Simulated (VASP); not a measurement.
A run of VASP 6.6.1 is set up as follows.

INCAR

```
ALGO = Normal
EDIFF = 1E-6
ENCUT = 600
GGA = PS
GGA_COMPAT = F
ISIF = 2
ISMEAR = -1
LASPH = T
LCHARG = T
LELF = T
LREAL = F
LVHAR = T
LWAVE = F
NBANDS = 9
NELM = 120
PREC = Accurate
SIGMA = 0.05
```

Contents of KPOINTS:

```
k-points
0
Gamma
  5 5 5
```

The input POSCAR:

```
MgH2
1.0
    0.0000000000      2.3810670000      2.3810670000
    2.3810670000      0.0000000000      2.3810670000
    2.3810670000      2.3810670000      0.0000000000
Mg H
1 2
Direct
   -0.0040479604      0.0035439033      0.0041173605
    0.7713171485      0.7309322907      0.7215601297
    0.3262886588      0.1836158736      0.1791606169
```

Potentials or basis: VASP PAW PBE potentials, release 64 (Mg, H).

Launch:

```sh
$ cat potpaw_PBE.64/Mg/POTCAR potpaw_PBE.64/H/POTCAR > POTCAR
$ mpirun -np 1 vasp_std > vasp.out
```

Problem. Predict the pressure.

Solution. 0.8 GPa.

Problem. What does it give for the band gap on the k mesh?

Solution. Zero (bands 2 and 3 overlap by 1.08 eV).

Forces on the atoms (eV/Å):
```
Mg  -0.691  0.058  0.119
H   -0.122  0.076 -0.001
H    0.814 -0.134 -0.118
```

Caveat: the k points lie up to 0.46 Å⁻¹ apart, too coarse for converged energies and pressures of a metal; the PAW data sets were made with another functional, which shifts forces and pressure a little.
